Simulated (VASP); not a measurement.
# InSe (R3m) in VASP: further runs

Runs on InSe. Level: PBEsol. Tasks: single point.

Everything below comes from runs of VASP 6.6.1. Logs are shortened: lines on timing, memory, paths and dates and some standing lists are left out, and cuts for length are marked.

## Step 1: The cell of the first run

The structure is trigonal, space group R3m (No. 160). The conventional cell has a = 3.946 Å, b = 3.946 Å, c = 24.978 Å, α = 90.00°, β = 90.00°, γ = 120.00°. Within 3.4 Å of In (site symmetry 3m) lie 3 Se at 2.60 Å and 1 In at 2.78 Å. Within 3.4 Å of In (site symmetry 3m) lie 3 Se at 2.60 Å and 1 In at 2.78 Å. Se (site symmetry 3m) has 3 In at 2.60 Å within 3.4 Å. Se (site symmetry 3m) has 3 In at 2.60 Å within 3.4 Å.

## Step 2: Single point, PBEsol (28.07 Å³/atom)

INCAR reads:

```
PREC = Accurate
ENCUT = 520
EDIFF = 1E-7
ISMEAR = -1
SIGMA = 0.05
LREAL = False
LASPH = True
NELM = 80
ALGO = Normal
ISIF = 2
LWAVE = False
LCHARG = False
GGA = PS
NBANDS = 27
```

KPOINTS reads:

```
regular mesh
0
Gamma
  8 8 8
```

POSCAR reads:

```
InSe
1.0
    1.9729696595      1.1390945640      8.3259319629
   -1.9729696595      1.1390945640      8.3259319629
    0.0000000000     -2.2781891280      8.3259319629
In Se
2 2
Direct
    0.8886000000      0.8886000000      0.8886000000
    0.0000000000      0.0000000000      0.0000000000
    0.1719000000      0.1719000000      0.1719000000
    0.3835000000      0.3835000000      0.3835000000
```

Potentials or basis: VASP PAW PBE potentials, release 64 (In_d, Se).

Command:

```sh
> cat potpaw_PBE.64/In_d/POTCAR potpaw_PBE.64/Se/POTCAR > POTCAR
> mpirun -np 1 vasp_std > vasp.out
```

OUTCAR:

```text
PREC = Accurate
   ENCUT = 520
   EDIFF = 1E-7
   ISMEAR = -1
   LREAL = False
   LASPH = True
   NELM = 80
   ISIF = 2
   GGA = PS

 ion  position               nearest neighbor table
   1  0.889  0.889  0.889-   3 2.60   3 2.60   3 2.60   2 2.78
   2  0.000  0.000  0.000-   4 2.60   4 2.60   4 2.60   1 2.78
   3  0.172  0.172  0.172-   1 2.60   1 2.60   1 2.60
   4  0.383  0.383  0.383-   2 2.60   2 2.60   2 2.60

  LATTYP: Found a trigonal (rhomboedric) cell.
 ALAT       =     8.6319921660
 COS(alpha) =     0.8955162542

  Lattice vectors:

 A1 = (   1.9729696595,   1.1390945640,   8.3259319629)
 A2 = (  -1.9729696595,   1.1390945640,   8.3259319629)
 A3 = (   0.0000000000,  -2.2781891280,   8.3259319629)

Analysis of symmetry for initial positions (statically):
=====================================================================
 Subroutine PRICEL returns:
 Original cell was already a primitive cell.

 Routine SETGRP: Setting up the symmetry group for a
 trigonal (rhombohedral) supercell.

 Subroutine GETGRP returns: Found  6 space group operations
 (whereof  6 operations were pure point group operations)
 out of a pool of 12 trial point group operations.

The static configuration has the point symmetry C_3v.

Analysis of symmetry for dynamics (positions and initial velocities):
=====================================================================
 Subroutine PRICEL returns:
 Original cell was already a primitive cell.

 Routine SETGRP: Setting up the symmetry group for a
 trigonal (rhombohedral) supercell.

 Subroutine GETGRP returns: Found  6 space group operations
 (whereof  6 operations were pure point group operations)
 out of a pool of 12 trial point group operations.

The dynamic configuration has the point symmetry C_3v.

 Subroutine INISYM returns: Found  6 space group operations
 (whereof  6 operations are pure point group operations),
 and found     1 'primitive' translations

----------------------------------------------------------------------------------------

                                     Primitive cell

  volume of cell :     112.2701
[... 85 lines left out ...]
   ISTART =      0    job   : 0-new  1-cont  2-samecut
   ICHARG =      2    charge: 1-file 2-atom 10-const
   ISPIN  =      1    spin polarized calculation?
   LNONCOLLINEAR =      F non collinear calculations
   LSORBIT =      F    spin-orbit coupling
   LASPH  =      T    aspherical Exc in radial PAW
   ENCUT  =  520.0 eV  38.22 Ry    6.18 a.u.  16.05 16.05 16.05*2*pi/ulx,y,z
   NELM   =     80;   NELMIN=  2; NELMDL= -5     # of ELM steps
   EDIFF  = 0.1E-06   stopping-criterion for ELM
   LREAL  =      F    real-space projection
   EDIFFG = 0.1E-05   stopping-criterion for IOM
   NSW    =      0    number of steps for IOM
   IBRION =     -1    ionic relax: 0-MD 1-quasi-New 2-CG
   NFREE  =      0    steps in history (QN), initial steepest desc. (CG)
   ISIF   =      2    stress and relaxation
   ISYM   =      2    0-nonsym 1-usesym 2-fastsym
   POTIM  = 0.5000    time-step for ionic-motion
   TEBEG  =    0.0;   TEEND  =   0.0 temperature during run
   PSTRESS=    0.0 pullay stress
   NELECT =      38.0000    total number of electrons
   NUPDOWN=      -1.0000    fix difference up-down
   EMIN   =  10.00;   EMAX   =-10.00  energy-range for DOS
   EFERMI =   0.00;   METHOD = LEGACY
   ISMEAR =    -1;   SIGMA  =   0.05  broadening in eV -4-tet -1-fermi 0-gaus
   EFERMI_NEDOS =   21; number of points for ismear=-14 and -15
   IALGO  =     38    algorithm
   IMIX   =      4    mixing-type and parameters
     AMIX     =   0.40;   BMIX     =  1.00
     AMIX_MAG =   1.60;   BMIX_MAG =  1.00
  volume/ion in A,a.u.               =      28.07       189.41
  Fermi-wavevector in a.u.,A,eV,Ry     =   1.140901  2.155990 17.710090  1.301655
  Thomas-Fermi vector in A             =   2.277602
   LORBIT       =      0    0 simple, 1 ext, 2 COOP (PROOUT), +10 PAW based schemes
   GGA     = PS    functional components
   LHFCALC =     F    Hartree Fock is set to
   AEXX    =    0.0000 exact exchange contribution
   IVDW    =     0    specifies the selected vdW correction
   LEPSILON=     F    determine dielectric tensor
   LRPA    =     F    only Hartree local field effects (RPA)
 non-spin polarized calculation
  energy-cutoff  :      520.00
  volume of cell :      112.27
 maximum number of plane-waves:      3064
   NGX = 33   NGY = 33   NGZ = 33

 number of electron      37.9999999 magnetization

 Free energy of the ion-electron system (eV)
  ---------------------------------------------------
  ext. energy  EPLUGINS =         0.00000000
  ---------------------------------------------------
  free energy    TOTEN  =       -15.55096729 eV

  energy without entropy =      -15.55093150  energy(sigma->0) =      -15.55094940

 E-fermi :   4.6293     XC(G=0):  -9.2812

 val. band max:        4.3985123102   @ k =   0.5000   0.5000   0.5000
 cond. band min:       4.8371190053   @ k =   0.5000   0.5000   0.5000
 fundamental gap:      0.4386066952
 Fermi energy:         4.6293255397

 k-point     1 :       0.0000    0.0000    0.0000
  band No.  band energies     occupation
      1     -10.4354      2.00000
      2     -10.2402      2.00000
      3     -10.2402      2.00000
      4     -10.1583      2.00000
      5     -10.1583      2.00000
      6     -10.1292      2.00000
[... 709 lines left out ...]
     26      10.9304      0.00000
     27      11.3340      0.00000

 [... further k-points ...]

------------------------ aborting loop because EDIFF is reached ----------------------------------------

  FORCE on cell =-STRESS in cart. coord.  units (eV):
  Direction    XX          YY          ZZ          XY          YZ          ZX
  --------------------------------------------------------------------------------------
  -------------------------------------------------------------------------------------
  Total        2.0850054      2.0850054      1.1799761      0.0000000      0.0000000      0.0000000
  in kB       29.7545565     29.7545564     16.8391246      0.0000000      0.0000000      0.0000000
  external PRESSURE =      25.4494125 kB  Pullay stress =       0.0000000 kB

 VOLUME and BASIS-vectors are now :
 -----------------------------------------------------------------------------
  energy-cutoff  :      520.00
  volume of cell :      112.27
      direct lattice vectors                 reciprocal lattice vectors
     1.972969659  1.139094564  8.325931963     0.253425083  0.146315040  0.040035558
    -1.972969659  1.139094564  8.325931963    -0.253425083  0.146315040  0.040035558
     0.000000000 -2.278189128  8.325931963     0.000000000 -0.292630080  0.040035558

 POSITION                                       TOTAL-FORCE (eV/Angst)
 -----------------------------------------------------------------------------------
      0.00000      0.00000     22.19527         0.000000      0.000000      0.496529
      0.00000      0.00000      0.00000         0.000000     -0.000000     -0.479535
      0.00000      0.00000      4.29368         0.000000      0.000000     -0.437066
      0.00000      0.00000      9.57898         0.000000      0.000000      0.420072
 -----------------------------------------------------------------------------------
    total drift:                               -0.000000     -0.000000     -0.000149

  FREE ENERGIE OF THE ION-ELECTRON SYSTEM (eV)
  ---------------------------------------------------
  free  energy   TOTEN  =       -15.5509672893 eV

  energy  without entropy=      -15.5509315037  energy(sigma->0) =      -15.55094940
```

OSZICAR:

```text
N       E                     dE             d eps       ncg     rms          rms(c)
DAV:   1     0.338986044794E+03    0.33899E+03   -0.17262E+04  3510   0.157E+03
DAV:   2     0.240265022127E+02   -0.31496E+03   -0.30562E+03  3540   0.388E+02
DAV:   3    -0.142747639660E+02   -0.38301E+02   -0.37709E+02  4505   0.146E+02
DAV:   4    -0.159421395855E+02   -0.16674E+01   -0.16628E+01  4158   0.311E+01
DAV:   5    -0.160133340869E+02   -0.71195E-01   -0.71183E-01  5405   0.622E+00    0.699E+00
DAV:   6    -0.155910388796E+02    0.42230E+00   -0.77484E-01  4940   0.154E+01    0.419E+00
DAV:   7    -0.155540134017E+02    0.37025E-01   -0.34318E-01  5083   0.480E+00    0.108E+00
DAV:   8    -0.155507829995E+02    0.32304E-02   -0.34312E-02  5422   0.212E+00    0.601E-01
DAV:   9    -0.155508893921E+02   -0.10639E-03   -0.47636E-03  4293   0.442E-01    0.133E-01
DAV:  10    -0.155509164787E+02   -0.27087E-04   -0.29628E-04  5470   0.142E-01    0.736E-02
DAV:  11    -0.155509687525E+02   -0.52274E-04   -0.11669E-04  4327   0.105E-01    0.179E-02
DAV:  12    -0.155509649858E+02    0.37667E-05   -0.13267E-05  5347   0.433E-02    0.137E-02
DAV:  13    -0.155509668820E+02   -0.18961E-05   -0.32463E-06  4401   0.102E-02    0.685E-03
DAV:  14    -0.155509672444E+02   -0.36249E-06   -0.10064E-06  4011   0.124E-02    0.187E-03
DAV:  15    -0.155509672893E+02   -0.44893E-07   -0.60841E-08  3013   0.241E-03
   1 F= -.15550967E+02 E0= -.15550949E+02  d E =-.357857E-04
```

It took 10 min on 1 thread of Intel Xeon Platinum 8259CL at 2.50GHz (Skylake/Cascade Lake), shared host; peak memory 0.61 GiB.

Results:

```
Free energy            : -15.5510 eV
Pressure               : 2.5 GPa
Largest force          : 0.497 eV/Å
Band gap on the k mesh : 0.44 eV
```

Forces on the atoms (eV/Å):
```
In   0.000  0.000  0.497
In   0.000  0.000 -0.480
Se   0.000  0.000 -0.437
Se   0.000  0.000  0.420
```

Stress tensor (GPa, compression positive):
```
2.98 0.00 0.00
0.00 2.98 0.00
0.00 0.00 1.68
```

Caveat: the PAW data sets were made with another functional, which shifts forces and pressure a little; spin-orbit coupling is left out, which moves the levels of the heavy elements. A k mesh can miss the band edges.

(Part 1 of 2 ends here.)
